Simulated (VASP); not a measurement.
# BaZrO3 in VASP: further runs, part 2 of 3

VASP 6.6.1.

### Step 3. Single point, LDA, non-collinear spin, zero start, spin-orbit coupling (last atom moved by 0.05 Å along z, cell strained by +1.0% along z)

Input file INCAR:

```
  ALGO = Normal
  EDIFF = 1E-8
  EFERMI = MIDGAP
  ENCUT = 720
  GGA = CA
  GGA_COMPAT = F
  ISIF = 2
  ISMEAR = 0
  KPAR = 4
  LASPH = T
  LCHARG = F
  LMAXMIX = 4
  LORBIT = 11
  LREAL = F
  LSORBIT = T
  LWAVE = F
  MAGMOM = 0 0 0 0 0 0 0 0 0 0 0 0 0 0 0
  NBANDS = 92
  NELM = 200
  PREC = Accurate
  SIGMA = 0.03
```

Input file KPOINTS:

```
Automatic mesh
0
Gamma
  7 7 7
  0 0 0
```

Input file POSCAR:

```
BaZrO3
1.0
    4.1913400000      0.0000000000      0.0000000000
    0.0000000000      4.1913400000      0.0000000000
    0.0000000000      0.0000000000      4.2332534000
Ba Zr O
1 1 3
Direct
    0.0000000000      0.0000000000      0.0000000000
    0.5000000000      0.5000000000      0.5000000000
    0.5000000000      0.5000000000      0.0000000000
    0.5000000000      0.0000000000      0.5000000000
    0.0000000000      0.5000000000      0.5119293600
```

Potentials or basis: VASP PAW LDA potentials, release 64 (Ba_sv, Zr_sv, O).

Started as:

```sh
$ cat potpaw_LDA.64/Ba_sv/POTCAR potpaw_LDA.64/Zr_sv/POTCAR potpaw_LDA.64/O/POTCAR > POTCAR
$ mpirun -np 4 vasp_ncl > vasp.out
```

OUTCAR:

```text
EDIFF = 1E-8
   EFERMI = MIDGAP
   ENCUT = 720
   GGA = CA
   ISIF = 2
   ISMEAR = 0
   LASPH = T
   LORBIT = 11
   LREAL = F
   LSORBIT = T
   NELM = 200
   PREC = Accurate

 ion  position               nearest neighbor table
   1  0.000  0.000  0.000-   5 2.94   5 2.94   3 2.96   3 2.96   3 2.96   3 2.96   4 2.98   4 2.98
                             4 2.98   4 2.98   5 3.01   5 3.01   2 3.64   2 3.64   2 3.64   2 3.64
   2  0.500  0.500  0.500-   4 2.10   4 2.10   5 2.10   5 2.10   3 2.12   3 2.12   1 3.64   1 3.64
                             1 3.64   1 3.64   1 3.64   1 3.64   1 3.64   1 3.64
   3  0.500  0.500  0.000-   2 2.12   2 2.12   1 2.96   1 2.96   1 2.96   1 2.96
   4  0.500  0.000  0.500-   2 2.10   2 2.10   1 2.98   1 2.98   1 2.98   1 2.98
   5  0.000  0.500  0.512-   2 2.10   2 2.10   1 2.94   1 2.94   1 3.01   1 3.01

  LATTYP: Found a simple tetragonal cell.
 ALAT       =     4.1913400000
 C/A-ratio  =     1.0100000000

  Lattice vectors:

 A1 = (   4.1913400000,   0.0000000000,   0.0000000000)
 A2 = (   0.0000000000,   4.1913400000,   0.0000000000)
 A3 = (   0.0000000000,   0.0000000000,   4.2332534000)

Analysis of symmetry for initial positions (statically):
=====================================================================
 Subroutine PRICEL returns:
 Original cell was already a primitive cell.

 Routine SETGRP: Setting up the symmetry group for a
 simple tetragonal supercell.

 Subroutine GETGRP returns: Found  4 space group operations
 (whereof  4 operations were pure point group operations)
 out of a pool of 16 trial point group operations.

The static configuration has the point symmetry C_2v.

Analysis of symmetry for dynamics (positions and initial velocities):
=====================================================================
 Subroutine PRICEL returns:
 Original cell was already a primitive cell.

 Routine SETGRP: Setting up the symmetry group for a
 simple tetragonal supercell.

 Subroutine GETGRP returns: Found  4 space group operations
 (whereof  4 operations were pure point group operations)
 out of a pool of 16 trial point group operations.

The dynamic configuration has the point symmetry C_2v.

Analysis of structural, dynamic, and magnetic symmetry:
=====================================================================
 Subroutine PRICEL returns:
 Original cell was already a primitive cell.

 Routine SETGRP: Setting up the symmetry group for a
 simple tetragonal supercell.

 Subroutine GETGRP returns: Found  4 space group operations
 (whereof  4 operations were pure point group operations)
 out of a pool of 16 trial point group operations.

The overall configuration has the point symmetry C_2v.

 Subroutine INISYM returns: Found  4 space group operations
 (whereof  4 operations are pure point group operations),
 and found     1 'primitive' translations

----------------------------------------------------------------------------------------
[... 162 lines left out ...]
 cond. band min:       6.4127196101   @ k =   0.0000   0.0000   0.0000
 fundamental gap:      3.0730899726
 Fermi energy:         4.8761746238

 k-point     1 :       0.0000    0.0000    0.0000
  band No.  band energies     occupation
      1     -43.3291      1.00000
      2     -43.3291      1.00000
      3     -22.7971      1.00000
      4     -22.7971      1.00000
      5     -21.7661      1.00000
      6     -21.7661      1.00000
[... 1309 lines left out ...]
     51      10.5830      0.00000
     52      10.5851      0.00000

 [... further k-points ...]

 [bands above 52 left out]

------------------------ aborting loop because EDIFF is reached ----------------------------------------

  FORCE on cell =-STRESS in cart. coord.  units (eV):
  Direction    XX          YY          ZZ          XY          YZ          ZX
  --------------------------------------------------------------------------------------
  -------------------------------------------------------------------------------------
  Total       -2.2289428     -2.1944554     -3.2120030      0.0000000      0.0000000      0.0000000
  in kB      -48.0208065    -47.2778043    -69.2000608      0.0000000      0.0000000      0.0000000
  external PRESSURE =     -54.8328905 kB  Pullay stress =       0.0000000 kB

 VOLUME and BASIS-vectors are now :
 -----------------------------------------------------------------------------
  energy-cutoff  :      720.00
  volume of cell :       74.37
      direct lattice vectors                 reciprocal lattice vectors
     4.191340000  0.000000000  0.000000000     0.238587182  0.000000000  0.000000000
     0.000000000  4.191340000  0.000000000     0.000000000  0.238587182  0.000000000
     0.000000000  0.000000000  4.233253400     0.000000000  0.000000000  0.236224933

 POSITION                                       TOTAL-FORCE (eV/Angst)
 -----------------------------------------------------------------------------------
      0.00000      0.00000      0.00000         0.000000      0.000000     -0.035895
      2.09567      2.09567      2.11663         0.000000      0.000000      0.021485
      2.09567      2.09567      0.00000         0.000000      0.000000      0.165501
      2.09567      0.00000      2.11663         0.000000      0.000000     -0.028634
      0.00000      2.09567      2.16713         0.000000      0.000000     -0.122457
 -----------------------------------------------------------------------------------
    total drift:                                0.000000     -0.000000     -0.000004

  FREE ENERGIE OF THE ION-ELECTRON SYSTEM (eV)
  ---------------------------------------------------
  free  energy   TOTEN  =       -45.9862506468 eV

  energy  without entropy=      -45.9862506468  energy(sigma->0) =      -45.98625065

 Spin-Orbit-Coupling matrix elements

 Ion:    1  E_soc:     -0.4033777
 l=   1
     0.0000000    -0.0670839    -0.0670928
    -0.0670839     0.0000000    -0.0670818
    -0.0670928    -0.0670818     0.0000000
 l=   2
     0.0000000    -0.0000326     0.0000000    -0.0000326    -0.0001123
    -0.0000326     0.0000000    -0.0000832    -0.0000319    -0.0000274
     0.0000000    -0.0000832     0.0000000    -0.0000831     0.0000000
    -0.0000326    -0.0000319    -0.0000831     0.0000000    -0.0000272
    -0.0001123    -0.0000274     0.0000000    -0.0000272     0.0000000
 l=   3
     0.0000000     0.0000000     0.0000000     0.0000000     0.0000000     0.0000000     0.0000000
     0.0000000     0.0000000     0.0000000     0.0000000     0.0000000     0.0000000     0.0000000
     0.0000000     0.0000000     0.0000000     0.0000000     0.0000000     0.0000000     0.0000000
     0.0000000     0.0000000     0.0000000     0.0000000     0.0000000     0.0000000     0.0000000
[... 69 lines left out ...]
 l=   2
     0.0000000     0.0000000     0.0000000     0.0000000     0.0000000
     0.0000000     0.0000000     0.0000000     0.0000000     0.0000000
     0.0000000     0.0000000     0.0000000     0.0000000     0.0000000
     0.0000000     0.0000000     0.0000000     0.0000000     0.0000000
     0.0000000     0.0000000     0.0000000     0.0000000     0.0000000
 l=   3
     0.0000000     0.0000000     0.0000000     0.0000000     0.0000000     0.0000000     0.0000000
     0.0000000     0.0000000     0.0000000     0.0000000     0.0000000     0.0000000     0.0000000
     0.0000000     0.0000000     0.0000000     0.0000000     0.0000000     0.0000000     0.0000000
     0.0000000     0.0000000     0.0000000     0.0000000     0.0000000     0.0000000     0.0000000
     0.0000000     0.0000000     0.0000000     0.0000000     0.0000000     0.0000000     0.0000000
     0.0000000     0.0000000     0.0000000     0.0000000     0.0000000     0.0000000     0.0000000
     0.0000000     0.0000000     0.0000000     0.0000000     0.0000000     0.0000000     0.0000000

 total charge

# of ion       s       p       d       tot
------------------------------------------
    1        1.998   5.613   0.272   7.883
    2        2.202   6.086   1.438   9.726
    3        1.545   3.457   0.000   5.001
    4        1.546   3.464   0.000   5.011
    5        1.546   3.464   0.000   5.010
--------------------------------------------------
tot          8.837  22.084   1.710  32.631

 magnetization (x)

# of ion       s       p       d       tot
------------------------------------------
    1        0.000   0.000   0.000   0.000
    2        0.000   0.000   0.000   0.000
    3        0.000   0.000   0.000   0.000
    4        0.000   0.000   0.000   0.000
    5        0.000   0.000   0.000   0.000
--------------------------------------------------
tot          0.000   0.000   0.000   0.000

 magnetization (y)

# of ion       s       p       d       tot
------------------------------------------
    1        0.000   0.000   0.000   0.000
    2        0.000   0.000   0.000   0.000
    3        0.000   0.000   0.000   0.000
    4        0.000   0.000   0.000   0.000
    5        0.000   0.000   0.000   0.000
--------------------------------------------------
tot          0.000   0.000   0.000   0.000

 magnetization (z)

# of ion       s       p       d       tot
------------------------------------------
    1        0.000   0.000   0.000   0.000
    2        0.000   0.000   0.000   0.000
    3        0.000   0.000   0.000   0.000
    4        0.000   0.000   0.000   0.000
    5        0.000   0.000   0.000   0.000
--------------------------------------------------
tot          0.000   0.000   0.000   0.000
```

Wall time 7.3 min (4 MPI ranks of AMD EPYC 9R45 (Zen 5), shared host); peak memory 1.6 GiB.

What came out:

- Free energy: -45.9863 eV
- Pressure: -5.5 GPa
- Largest force: 0.166 eV/Å
- Net moment: 0.00 μB per cell
- Valence electrons inside the program's atomic spheres: Ba 7.88; Zr 9.73; O 5.00, 5.01 (each value once)

Forces in eV/Å, atoms in the order of the input:
```
Ba   0.000  0.000 -0.036
Zr   0.000  0.000  0.021
O    0.000  0.000  0.166
O    0.000  0.000 -0.029
O    0.000  0.000 -0.122
```

Moments on the atoms (μB; x, y, z):
```
Ba  0.00 0.00 0.00
Zr  0.00 0.00 0.00
O   0.00 0.00 0.00
O   0.00 0.00 0.00
O   0.00 0.00 0.00
```

Caveat: the cell differs from its parent crystal (last atom moved by 0.05 Å along z, cell strained by +1.0% along z); the cell stands under tension.

### Step 4. Relaxation of the atoms, LAK (atoms moved at random)

Input file INCAR:

```
ALGO = Normal ; EDIFF = 1E-7
EDIFFG = -0.002 ; EFERMI = MIDGAP
ENCUT = 640 ; GGA_COMPAT = False
IBRION = 2 ; ISIF = 2
ISMEAR = 0 ; KPAR = 8
LASPH = True ; LCHARG = False
LMIXTAU = True ; LREAL = False
LWAVE = False ; METAGGA = LAK
NELM = 120 ; NELMIN = 4
NSW = 120 ; PREC = Accurate
SIGMA = 0.03
```

Input file KPOINTS:

```
Automatic mesh
0
Gamma
  5 5 5
  0 0 0
```

Input file POSCAR:

```
BaZrO3
1.0
    4.1913400000      0.0000000000      0.0000000000
    0.0000000000      4.1913400000      0.0000000000
    0.0000000000      0.0000000000      4.1913400000
Ba Zr O
1 1 3
Direct
   -0.0068650000     -0.0016700000      0.0041750000
    0.4985830000      0.5006640000      0.4967460000
    0.5071710000      0.4969240000      0.0011960000
    0.4858860000     -0.0016490000      0.5020240000
   -0.0094040000      0.5136530000      0.5031800000
```

Potentials or basis: VASP PAW PBE potentials, release 64 (Ba_sv, Zr_sv, O).

Started as:

```sh
$ cat potpaw_PBE.64/Ba_sv/POTCAR potpaw_PBE.64/Zr_sv/POTCAR potpaw_PBE.64/O/POTCAR > POTCAR
$ mpirun -np 8 vasp_std > vasp.out
```

OUTCAR:

```text
EDIFF = 1E-7
   EDIFFG = -0.002
   EFERMI = MIDGAP
   ENCUT = 640
   IBRION = 2
   ISIF = 2
   ISMEAR = 0
   LASPH = True
   LREAL = False
   METAGGA = LAK
   NELM = 120
   NELMIN = 4
   NSW = 120
   PREC = Accurate

 ion  position               nearest neighbor table
   1  0.993  0.998  0.004-   5 2.92   3 2.92   5 2.92   3 2.93   4 2.94   4 2.95   4 2.98   4 2.99
                             3 3.00   5 3.01   3 3.01   5 3.01   2 3.59   2 3.60   2 3.62   2 3.63
   2  0.499  0.501  0.497-   5 2.06   3 2.08   4 2.09   4 2.11   3 2.11   5 2.13   1 3.59   1 3.60
                             1 3.62   1 3.63   1 3.63   1 3.64   1 3.66   1 3.67
   3  0.507  0.497  0.001-   2 2.08   2 2.11   1 2.92   1 2.93   1 3.00   1 3.01
   4  0.486  0.998  0.502-   2 2.09   2 2.11   1 2.94   1 2.95   1 2.98   1 2.99
   5  0.991  0.514  0.503-   2 2.06   2 2.13   1 2.92   1 2.92   1 3.01   1 3.01

  LATTYP: Found a simple cubic cell.
 ALAT       =     4.1913400000

  Lattice vectors:
[... 396 lines left out ...]

  energy without entropy =       20.63588402  energy(sigma->0) =       20.63588402

 E-fermi :   5.5779     XC(G=0): -11.1444

 val. band max:        3.5914713822   @ k =   0.4000   0.4000   0.4000
 cond. band min:       7.5642350845   @ k =   0.0000   0.0000   0.0000
 fundamental gap:      3.9727637023
 Fermi energy:         5.5778532334

 k-point     1 :       0.0000    0.0000    0.0000
  band No.  band energies     occupation
      1     -45.1738      2.00000
      2     -22.5254      2.00000
      3     -22.5254      2.00000
      4     -22.5252      2.00000
      5     -22.3980      2.00000
      6     -14.1271      2.00000
[... 637 lines left out ...]
     23       9.8195      0.00000
     24      11.1121      0.00000

 [... further k-points ...]

------------------------ aborting loop because EDIFF is reached ----------------------------------------

  FORCE on cell =-STRESS in cart. coord.  units (eV):
  Direction    XX          YY          ZZ          XY          YZ          ZX
  --------------------------------------------------------------------------------------
  -------------------------------------------------------------------------------------
  Total        3.0372664      3.0374044      3.0373898      0.0001357     -0.0000362      0.0001253
  in kB       66.0898540     66.0928569     66.0925397      0.0029525     -0.0007876      0.0027267
  external PRESSURE =      66.0917502 kB  Pullay stress =       0.0000000 kB
[... 20 lines left out ...]
  FREE ENERGIE OF THE ION-ELECTRON SYSTEM (eV)
  ---------------------------------------------------
  free  energy   TOTEN  =        20.6358840170 eV

  energy  without entropy=       20.6358840170  energy(sigma->0) =       20.63588402

 reached required accuracy - stopping structural energy minimisation
```

OSZICAR:

```text
N       E                     dE             d eps       ncg     rms          rms(c)
DAV:   1     0.406449248751E+03    0.40645E+03   -0.25057E+04  3024   0.194E+03
DAV:   2     0.126355939765E+02   -0.39381E+03   -0.38631E+03  3952   0.430E+02
DAV:   3    -0.136231280103E+02   -0.26259E+02   -0.26229E+02  5672   0.103E+02
DAV:   4    -0.142811050260E+02   -0.65798E+00   -0.65754E+00  4048   0.138E+01
[... 14 lines left out ...]
DAV:   2     0.206358841482E+02   -0.65240E-05   -0.41767E-05  3896   0.523E-02    0.283E-03
DAV:   3     0.206358840306E+02   -0.11758E-06   -0.15616E-06  4016   0.117E-02    0.142E-03
DAV:   4     0.206358838931E+02   -0.13754E-06   -0.76227E-07  3456   0.900E-03    0.534E-04
DAV:   5     0.206358840112E+02    0.11812E-06   -0.33347E-07  3024   0.710E-03    0.261E-04
DAV:   6     0.206358840170E+02    0.58112E-08   -0.49161E-08  2272   0.273E-03
  14 F= 0.20635884E+02 E0= 0.20635884E+02  d E =-.114620E-05
```

CONTCAR:

```text
BaZrO3
   1.00000000000000
     4.1913400000000003    0.0000000000000000    0.0000000000000000
     0.0000000000000000    4.1913400000000003    0.0000000000000000
     0.0000000000000000    0.0000000000000000    4.1913400000000003
  Ba              Zr              O
     1     1     3
Direct
     0.9950948825157422    0.0016029316377029    0.0014422994138460
     0.4950248584015778    0.5016383444079273    0.5015171214783403
     0.4950720608008508    0.5015682634594026    0.0014926623256248
     0.4951327846307300    0.0016011251396654    0.5014377268440054
     0.9950464136510948    0.5015113353553028    0.5014311899381810

  0.00000000E+00  0.00000000E+00  0.00000000E+00
  0.00000000E+00  0.00000000E+00  0.00000000E+00
  0.00000000E+00  0.00000000E+00  0.00000000E+00
  0.00000000E+00  0.00000000E+00  0.00000000E+00
  0.00000000E+00  0.00000000E+00  0.00000000E+00
```

It took 9.6 min on 8 MPI ranks of AMD EPYC 9R45 (Zen 5), shared host; peak memory 0.38 GiB.

Results:

```yaml
Free_energy: 20.6359 eV
Energy_gained_by_relaxing: 4.1 meV/atom
Ionic_steps: 14
Pressure_after_relaxing: 6.6 GPa
Band_gap_on_the_k_mesh: 3.97 eV (least direct gap 4.13 eV)
```

The path:
| step | energy change (eV) | largest force (eV/Å) | pressure (GPa) |
| --- | --- | --- | --- |
| 1 | 0.0000 | 0.4049 | 6.69 |
| 2 | -0.0129 | 0.1302 | 6.59 |
| 3 | -0.0139 | 0.1232 | 6.60 |
| 4 | -0.0161 | 0.0934 | 6.60 |
| 5 | -0.0185 | 0.0838 | 6.61 |
| 6 | -0.0201 | 0.0442 | 6.61 |
| 7 | -0.0206 | 0.0064 | 6.61 |
| 8 | -0.0206 | 0.0064 | 6.61 |
| 9 | -0.0206 | 0.0041 | 6.61 |
| 10 | -0.0206 | 0.0042 | 6.61 |
| 11 | -0.0206 | 0.0022 | 6.61 |
| 12 | -0.0206 | 0.0024 | 6.61 |
| 13 | -0.0206 | 0.0029 | 6.61 |
| 14 | -0.0206 | 0.0012 | 6.61 |

Final structure:
```
CELL_PARAMETERS angstrom
4.19134 0.00000 0.00000
0.00000 4.19134 0.00000
0.00000 0.00000 4.19134
ATOMIC_POSITIONS crystal
Ba 0.99509 0.00160 0.00144
Zr 0.49502 0.50164 0.50152
O 0.49507 0.50157 0.00149
O 0.49513 0.00160 0.50144
O 0.99505 0.50151 0.50143
```

Caveat: the cell differs from its parent crystal (atoms moved at random); the PAW data sets were made with another functional, which shifts forces and pressure a little; spin-orbit coupling is left out, which moves the levels of the heavy elements; an odd mesh through Γ misses points on the zone boundary, where band edges can lie.

(Continued in part 3 of 3.)
